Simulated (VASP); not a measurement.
# Rh (P6_3/mmc) in VASP: notebook

Rh is run at these levels: PBE; tasks: single point.

Program: VASP 6.6.1. These are calculated values, not measurements. Logs are shortened: lines on timing, memory, paths and dates and some standing lists are left out, and cuts for length are marked.

## Step 1: The cell of the first run

It takes space group P6_3/mmc (No. 194, hexagonal). Conventional cell: a = 2.834 Å, b = 2.834 Å, c = 4.250 Å, α = 90.00°, β = 90.00°, γ = 120.00°. Rh (site symmetry -6m2) has 12 Rh at 2.68 to 2.83 Å within 3.5 Å.

## Step 2: Single point, PBE (biaxial strain in the a-b plane: +4.0 %, then relaxed in part)

Contents of INCAR:

```
SYSTEM = Rh
  PREC = Accurate
  ENCUT = 520
  EDIFF = 1E-6
  ISMEAR = 0
  SIGMA = 0.1
  LREAL = .FALSE.
  LASPH = .TRUE.
  NELM = 60
  ALGO = Fast
  ISIF = 2
  LWAVE = .FALSE.
  LCHARG = .FALSE.
  GGA = PE
  NBANDS = 22
```

Contents of KPOINTS:

```
regular mesh
0
G
  24 24 12
  0 0 0
```

Contents of POSCAR:

```
Rh
1.0
    2.8337806889      0.0000000000      0.0000000000
   -1.4168903444      2.4541260653      0.0000000000
    0.0000000000      0.0000000000      4.2500543059
Rh
2
Direct
    0.6666666667      0.3333333333      0.7500000000
    0.3333333333      0.6666666667      0.2500000000
```

Potentials or basis: VASP PAW PBE potentials, release 64 (Rh_pv).

Run with:

```
> cat potpaw_PBE.64/Rh_pv/POTCAR > POTCAR
> mpirun -np 1 vasp_std > vasp.out
```

OUTCAR:

```text
SYSTEM = Rh
   PREC = Accurate
   ENCUT = 520
   EDIFF = 1E-6
   ISMEAR = 0
   LREAL = .FALSE.
   LASPH = .TRUE.
   NELM = 60
   ISIF = 2
   GGA = PE

 ion  position               nearest neighbor table
   1  0.667  0.333  0.750-   2 2.68   2 2.68   2 2.68   2 2.68   2 2.68   2 2.68
   2  0.333  0.667  0.250-   1 2.68   1 2.68   1 2.68   1 2.68   1 2.68   1 2.68

  LATTYP: Found a hexagonal cell.
 ALAT       =     2.8337806889
 C/A-ratio  =     1.4997823659

  Lattice vectors:

 A1 = (   2.8337806889,   0.0000000000,   0.0000000000)
 A2 = (  -1.4168903444,   2.4541260653,   0.0000000000)
 A3 = (   0.0000000000,   0.0000000000,   4.2500543059)

Analysis of symmetry for initial positions (statically):
=====================================================================
 Subroutine PRICEL returns:
 Original cell was already a primitive cell.

 Routine SETGRP: Setting up the symmetry group for a
 hexagonal supercell.

 Subroutine GETGRP returns: Found 24 space group operations
 (whereof 12 operations were pure point group operations)
 out of a pool of 24 trial point group operations.

The static configuration has the point symmetry D_3d.
 The point group associated with its full space group is D_6h.

Analysis of symmetry for dynamics (positions and initial velocities):
=====================================================================
 Subroutine PRICEL returns:
 Original cell was already a primitive cell.

 Routine SETGRP: Setting up the symmetry group for a
 hexagonal supercell.

 Subroutine GETGRP returns: Found 24 space group operations
 (whereof 12 operations were pure point group operations)
 out of a pool of 24 trial point group operations.

The dynamic configuration has the point symmetry D_3d.
 The point group associated with its full space group is D_6h.

 Subroutine INISYM returns: Found 24 space group operations
 (whereof 12 operations are pure point group operations),
 and found     1 'primitive' translations

----------------------------------------------------------------------------------------

                                     Primitive cell

  volume of cell :      29.5568

  direct lattice vectors                    reciprocal lattice vectors
     2.833780689  0.000000000  0.000000000     0.352885459  0.203738515  0.000000000
    -1.416890344  2.454126065  0.000000000     0.000000000  0.407477030  0.000000000
     0.000000000  0.000000000  4.250054306     0.000000000  0.000000000  0.235291111

  length of vectors
     2.833780689  2.833780689  4.250054306     0.407477030  0.407477030  0.235291111
[... 75 lines left out ...]
   ISPIN  =      1    spin polarized calculation?
   LNONCOLLINEAR =      F non collinear calculations
   LSORBIT =      F    spin-orbit coupling
   LASPH  =      T    aspherical Exc in radial PAW
   ENCUT  =  520.0 eV  38.22 Ry    6.18 a.u.   5.27  5.27  7.90*2*pi/ulx,y,z
   NELM   =     60;   NELMIN=  2; NELMDL= -5     # of ELM steps
   EDIFF  = 0.1E-05   stopping-criterion for ELM
   LREAL  =      F    real-space projection
   EDIFFG = 0.1E-04   stopping-criterion for IOM
   NSW    =      0    number of steps for IOM
   IBRION =     -1    ionic relax: 0-MD 1-quasi-New 2-CG
   NFREE  =      0    steps in history (QN), initial steepest desc. (CG)
   ISIF   =      2    stress and relaxation
   ISYM   =      2    0-nonsym 1-usesym 2-fastsym
   POTIM  = 0.5000    time-step for ionic-motion
   TEBEG  =    0.0;   TEEND  =   0.0 temperature during run
   PSTRESS=    0.0 pullay stress
   NELECT =      30.0000    total number of electrons
   NUPDOWN=      -1.0000    fix difference up-down
   EMIN   =  10.00;   EMAX   =-10.00  energy-range for DOS
   EFERMI =   0.00;   METHOD = LEGACY
   ISMEAR =     0;   SIGMA  =   0.10  broadening in eV -4-tet -1-fermi 0-gaus
   EFERMI_NEDOS =   21; number of points for ismear=-14 and -15
   IALGO  =     68    algorithm
   IMIX   =      4    mixing-type and parameters
     AMIX     =   0.40;   BMIX     =  1.00
     AMIX_MAG =   1.60;   BMIX_MAG =  1.00
  volume/ion in A,a.u.               =      14.78        99.73
  Fermi-wavevector in a.u.,A,eV,Ry     =   1.645240  3.109054 36.828471  2.706816
  Thomas-Fermi vector in A             =   2.735071
   LORBIT       =      0    0 simple, 1 ext, 2 COOP (PROOUT), +10 PAW based schemes
   GGA     = PE    functional components
   LHFCALC =     F    Hartree Fock is set to
   AEXX    =    0.0000 exact exchange contribution
   IVDW    =     0    specifies the selected vdW correction
   LEPSILON=     F    determine dielectric tensor
   LRPA    =     F    only Hartree local field effects (RPA)
 non-spin polarized calculation
 RMM-DIIS sequential band-by-band and
 Gauss-broadening in eV      SIGMA  =   0.10
  energy-cutoff  :      520.00
  volume of cell :       29.56
 maximum number of plane-waves:       814
 NGX is ok and might be reduce to    24
   NGX = 11   NGY = 11   NGZ = 15

 number of electron      29.9999992 magnetization

 Free energy of the ion-electron system (eV)
  ---------------------------------------------------
  ext. energy  EPLUGINS =         0.00000000
  ---------------------------------------------------
  free energy    TOTEN  =       -14.34191561 eV

  energy without entropy =      -14.32169162  energy(sigma->0) =      -14.33180362

 E-fermi :  10.7388     XC(G=0): -13.5618

 val. band max:       10.7348792795   @ k =   0.3750   0.0417   0.2500
 cond. band min:      10.7391813336   @ k =   0.4583   0.0417   0.1667
 fundamental gap:      0.0043020541
 Fermi energy:        10.7387826267

 k-point     1 :       0.0000    0.0000    0.0000
  band No.  band energies     occupation
      1     -36.3117      2.00000
      2     -35.7188      2.00000
      3     -35.7188      2.00000
      4     -35.6198      2.00000
      5     -35.5922      2.00000
      6     -35.5922      2.00000
[... 589 lines left out ...]
     21      22.3226      0.00000
     22      24.7816      0.00000

 [... further k-points ...]
[... 5 lines left out ...]
  --------------------------------------------------------------------------------------
  -------------------------------------------------------------------------------------
  Total       -2.4790501     -2.4790501      0.0244468     -0.0000000      0.0000000     -0.0000000
  in kB     -134.3811352   -134.3811352      1.3251822     -0.0000000      0.0000000     -0.0000000
  external PRESSURE =     -89.1456960 kB  Pullay stress =       0.0000000 kB

 VOLUME and BASIS-vectors are now :
 -----------------------------------------------------------------------------
  energy-cutoff  :      520.00
  volume of cell :       29.56
      direct lattice vectors                 reciprocal lattice vectors
     2.833780689  0.000000000  0.000000000     0.352885459  0.203738515  0.000000000
    -1.416890344  2.454126065  0.000000000     0.000000000  0.407477030  0.000000000
     0.000000000  0.000000000  4.250054306     0.000000000  0.000000000  0.235291111

 POSITION                                       TOTAL-FORCE (eV/Angst)
 -----------------------------------------------------------------------------------
      1.41689      0.81804      3.18754         0.000000      0.000000      0.000000
     -0.00000      1.63608      1.06251        -0.000000     -0.000000      0.000000
 -----------------------------------------------------------------------------------
    total drift:                               -0.000000      0.000000     -0.000000

  FREE ENERGIE OF THE ION-ELECTRON SYSTEM (eV)
  ---------------------------------------------------
  free  energy   TOTEN  =       -14.3419156125 eV

  energy  without entropy=      -14.3216916249  energy(sigma->0) =      -14.33180362
```

stdout:

```text
POSCAR found type information on POSCAR Rh
 POSCAR found :  1 types and       2 ions
 scaLAPACK will be used
 LDA part: xc-table for (Slater+PW92), standard interpolation
 POSCAR, INCAR and KPOINTS ok, starting setup
 FFT: planning ... GRIDC
 FFT: planning ... GRID_SOFT
 FFT: planning ... GRID
 WAVECAR not read
 entering main loop
WARNING in EDDRMM: call to ZHEGV failed, returncode =   8  4     21
```

Run time: 86 s. Hardware: 1 thread of Intel Xeon 6975P-C (Granite Rapids), shared host; peak memory 0.31 GiB.

What came out:

```
Free energy            : -14.3419 eV
Pressure               : -8.9 GPa
Band gap on the k mesh : zero (band 15 reaches 11.17 eV, above the bottom of band 16 at 9.28 eV)
```

Caveat: the cell differs from its parent crystal (biaxial strain in the a-b plane: +4.0 %, then relaxed in part).

## Step 3: Single point, PBE (biaxial strain in the a-b plane: +4.0 %)

Contents of INCAR:

```
SYSTEM = Rh
PREC     = Accurate       ! precision mode
ENCUT    = 520            ! plane-wave cutoff, eV
EDIFF    = 1E-6           ! SCF threshold, eV
ISMEAR   = 0              ! smearing method
SIGMA    = 0.1            ! smearing width, eV
LREAL    = .False.        ! projectors in reciprocal space
LASPH    = .True.         ! aspherical terms in the spheres
NELM     = 80             ! most SCF steps
ALGO     = Fast           ! electronic algorithm
ISIF     = 2              ! what is computed and relaxed
LWAVE    = .False.        ! write WAVECAR
LCHARG   = .False.        ! write CHGCAR
GGA      = PE             ! functional
NBANDS   = 22             ! bands
```

Contents of KPOINTS:

```
regular mesh
0
Gamma
  24 24 12
  0 0 0
```

Changes to POSCAR since step 2:

```diff
@@ -4,3 +4,3 @@
    -1.4168903444      2.4541260653      0.0000000000
-    0.0000000000      0.0000000000      4.2500543059
+    0.0000000000      0.0000000000      4.2796064686
 Rh
```

Potentials or basis: VASP PAW PBE potentials, release 64 (Rh_pv).

Run with:

```
> cat potpaw_PBE.64/Rh_pv/POTCAR > POTCAR
> mpirun -np 1 vasp_std > vasp.out
```

OUTCAR:

```text
SYSTEM = Rh
   PREC = Accurate
   ENCUT = 520
   EDIFF = 1E-6
   ISMEAR = 0
   LREAL = .False.
   LASPH = .True.
   NELM = 80
   ISIF = 2
   GGA = PE

 ion  position               nearest neighbor table
   1  0.667  0.333  0.750-   2 2.69   2 2.69   2 2.69   2 2.69   2 2.69   2 2.69
   2  0.333  0.667  0.250-   1 2.69   1 2.69   1 2.69   1 2.69   1 2.69   1 2.69

  LATTYP: Found a hexagonal cell.
 ALAT       =     2.8337806889
 C/A-ratio  =     1.5102108944

  Lattice vectors:

 A1 = (   2.8337806889,   0.0000000000,   0.0000000000)
 A2 = (  -1.4168903444,   2.4541260653,   0.0000000000)
 A3 = (   0.0000000000,   0.0000000000,   4.2796064686)

Analysis of symmetry for initial positions (statically):
=====================================================================
 Subroutine PRICEL returns:
 Original cell was already a primitive cell.

 Routine SETGRP: Setting up the symmetry group for a
 hexagonal supercell.

 Subroutine GETGRP returns: Found 24 space group operations
 (whereof 12 operations were pure point group operations)
 out of a pool of 24 trial point group operations.

[... 157 lines left out ...]

 Free energy of the ion-electron system (eV)
  ---------------------------------------------------
  ext. energy  EPLUGINS =         0.00000000
  ---------------------------------------------------
  free energy    TOTEN  =       -14.34037546 eV

  energy without entropy =      -14.31997932  energy(sigma->0) =      -14.33017739

 E-fermi :  10.6198     XC(G=0): -13.5192

 val. band max:       10.6170641657   @ k =   0.3750   0.2500   0.1667
 cond. band min:      10.6212368855   @ k =   0.3750   0.1667   0.3333
 fundamental gap:      0.0041727198
 Fermi energy:        10.6198493932

 k-point     1 :       0.0000    0.0000    0.0000
  band No.  band energies     occupation
      1     -36.3938      2.00000
      2     -35.8189      2.00000
      3     -35.8189      2.00000
      4     -35.7277      2.00000
      5     -35.6994      2.00000
      6     -35.6994      2.00000
[... 589 lines left out ...]
     21      22.2432      0.00000
     22      24.5364      0.00000

 [... further k-points ...]
[... 5 lines left out ...]
  --------------------------------------------------------------------------------------
  -------------------------------------------------------------------------------------
  Total       -2.6975298     -2.6975298     -0.4787317     -0.0000000      0.0000000      0.0000000
  in kB     -145.2144701   -145.2144701    -25.7712719     -0.0000000      0.0000000      0.0000000
  external PRESSURE =    -105.4000707 kB  Pullay stress =       0.0000000 kB

 VOLUME and BASIS-vectors are now :
 -----------------------------------------------------------------------------
  energy-cutoff  :      520.00
  volume of cell :       29.76
      direct lattice vectors                 reciprocal lattice vectors
     2.833780689  0.000000000  0.000000000     0.352885459  0.203738515  0.000000000
    -1.416890344  2.454126065  0.000000000     0.000000000  0.407477030  0.000000000
     0.000000000  0.000000000  4.279606469     0.000000000  0.000000000  0.233666345

 POSITION                                       TOTAL-FORCE (eV/Angst)
 -----------------------------------------------------------------------------------
      1.41689      0.81804      3.20970         0.000000      0.000000      0.000000
     -0.00000      1.63608      1.06990        -0.000000     -0.000000      0.000000
 -----------------------------------------------------------------------------------
    total drift:                               -0.000000      0.000000     -0.000000

  FREE ENERGIE OF THE ION-ELECTRON SYSTEM (eV)
  ---------------------------------------------------
  free  energy   TOTEN  =       -14.3403754633 eV

  energy  without entropy=      -14.3199793224  energy(sigma->0) =      -14.33017739
```

OSZICAR:

```text
N       E                     dE             d eps       ncg     rms          rms(c)
DAV:   1     0.326087670129E+03    0.32609E+03   -0.19130E+04 18820   0.157E+03
DAV:   2    -0.820694759783E+01   -0.33429E+03   -0.32257E+03 19532   0.468E+02
DAV:   3    -0.152591042085E+02   -0.70522E+01   -0.70058E+01 21782   0.768E+01
DAV:   4    -0.153069555940E+02   -0.47851E-01   -0.47846E-01 21180   0.638E+00
DAV:   5    -0.153077088300E+02   -0.75324E-03   -0.75323E-03 22124   0.834E-01    0.120E+01
RMM:   6    -0.143643500403E+02    0.94336E+00   -0.22865E+00 19192   0.127E+01    0.407E+00
RMM:   7    -0.143456682405E+02    0.18682E-01   -0.79040E-02 19744   0.224E+00    0.198E+00
RMM:   8    -0.143410453916E+02    0.46228E-02   -0.14378E-02 20381   0.117E+00    0.321E-01
RMM:   9    -0.143403451546E+02    0.70024E-03   -0.23633E-03 21453   0.433E-01    0.377E-02
RMM:  10    -0.143403743550E+02   -0.29200E-04   -0.18154E-04 22016   0.139E-01    0.125E-02
RMM:  11    -0.143403765707E+02   -0.22157E-05   -0.32137E-05 24489   0.539E-02    0.600E-03
RMM:  12    -0.143403753793E+02    0.11914E-05   -0.65071E-06 20465   0.241E-02    0.229E-03
RMM:  13    -0.143403754633E+02   -0.83948E-07   -0.13655E-06 12954   0.125E-02
   1 F= -.14340375E+02 E0= -.14330177E+02  d E =-.203961E-01
```

It took 81 s on 1 thread of Intel Xeon 6975P-C (Granite Rapids), shared host; peak memory 0.31 GiB.

What came out:

```
Free energy            : -14.3404 eV
Pressure               : -10.5 GPa
Band gap on the k mesh : zero (band 15 reaches 11.06 eV, above the bottom of band 16 at 9.16 eV)
```

Stress tensor (GPa, compression positive):
```
-14.52   0.00   0.00
  0.00 -14.52   0.00
  0.00   0.00  -2.58
```

Levels at points of the mesh, in eV from the Fermi level:
| k point | band 13 | band 14 | band 15 | band 16 | band 17 | band 18 |
| --- | --- | --- | --- | --- | --- | --- |
| (0.00, 0.00, 0.00) | -2.14 | -2.13 | -2.13 | 0.09 | 0.09 | 1.49 |
| (0.50, 0.00, 0.00) | -1.73 | 0.05 | 0.44 | 0.72 | 2.60 | 4.46 |
| (0.00, 0.00, 0.50) | -2.63 | -2.63 | -0.37 | -0.37 | -0.37 | -0.37 |
| (0.50, 0.00, 0.50) | -0.32 | -0.32 | 0.30 | 0.30 | 2.49 | 2.49 |

Caveat: the cell differs from its parent crystal (biaxial strain in the a-b plane: +4.0 %).

(Part 1 of 2 ends here.)
